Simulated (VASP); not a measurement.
**ZnS: single point with LDA**

The system is ZnS.

```
Zn S
1.0
     0.00000    2.62900    2.62900
     2.62900    0.00000    2.62900
     2.62900    2.62900    0.00000
Zn S
1 1
Direct
  0.00000 0.00000 0.00000
  0.75000 0.75000 0.75000
```

```json
{
  "Program": "VASP 6.6.1",
  "Task": "single point",
  "Functional": "LDA",
  "Potentials or basis": "VASP PAW LDA potentials, release 64 (Zn, S)",
  "Cutoff": "520 eV",
  "k mesh": "10 × 10 × 10",
  "Occupations": "gaussian, width 0.01 eV",
  "Spin": "no spin polarisation"
}
```

The pressure is 2.2 GPa and the band gap on the k mesh is 2.26 eV, direct.

Levels at points of the mesh, in eV from the valence-band top:
```csv
k point,band 7,band 8,band 9,band 10,band 11,band 12
"(0.00, 0.00, 0.00)",0.00,0.00,0.00,2.26,6.19,6.19
"(0.50, 0.00, 0.00)",-5.92,-1.00,-1.00,3.27,6.74,6.74
"(0.50, 0.50, 0.00)",-5.00,-2.56,-2.56,3.00,3.87,11.34
```

It took 16 s on 1 thread of AMD EPYC 7R13 (shared host), peak memory 0.15 GiB.

LDA gaps usually lie below the measured ones, often by a third to a half.
